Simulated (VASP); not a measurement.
Here is a VASP 6.6.1 calculation.

The input INCAR:

```
SYSTEM = Li2Se
PREC = Accurate
ENCUT = 750
EDIFF = 1E-7
ISMEAR = 0
SIGMA = 0.01
LREAL = .False.
LASPH = .True.
NELM = 120
ALGO = Normal
ISIF = 3
LWAVE = .False.
LCHARG = .False.
GGA = PS
IBRION = 2
NSW = 100
EDIFFG = -0.002
PSTRESS = -20.0
GGA_COMPAT = .False.
NELMIN = 4
```

The input KPOINTS:

```
regular mesh
0
Gamma
  8 8 8
  0 0 0
```

POSCAR

```
Li2Se
1.0
    2.9723716276      2.9723716276      0.0000000000
   -2.9723716276      2.9723716276      0.0000000000
    0.0000000000      2.9723716276      2.9723716276
Li Se
2 1
Direct
    0.2500000000      0.7500000000      0.5000000000
    0.7500000000      0.2500000000      0.5000000000
    0.0000000000      0.0000000000      0.0000000000
```

Potentials or basis: VASP PAW PBE potentials, release 64 (Li_sv, Se).

Command:

```bash
$ cat potpaw_PBE.64/Li_sv/POTCAR potpaw_PBE.64/Se/POTCAR > POTCAR
$ mpirun -np 1 vasp_std > vasp.out
```

Q: Estimate the relaxed cell.

A: a = 4.294 Å, b = 4.294 Å, c = 4.294 Å, α = 60.00°, β = 60.00°, γ = 90.00°.

Q: Estimate the space group after relaxing (to 0.05 Å).

A: Fm-3m (No. 225).

Q: Estimate the relaxed volume.

A: 18.66 Å³/atom.

Q: Predict the band gap on the k mesh.

A: 2.86 eV, indirect (least direct gap 3.10 eV).

The path:
```
step  energy change (eV)  largest force (eV/Å)  pressure (GPa)  volume (Å³)
   1              0.0000                0.0000            0.01        52.52
   2              0.0056                0.0000           -1.05        54.21
   3              0.0252                0.0000           -2.10        56.18
   4              0.0227                0.0000           -2.01        55.98
```

Caveat: the cell is relaxed towards a set pressure, so the enthalpy falls and the energy may rise; the PAW data sets were made with another functional, which shifts forces and pressure a little. A k mesh can miss the band edges.
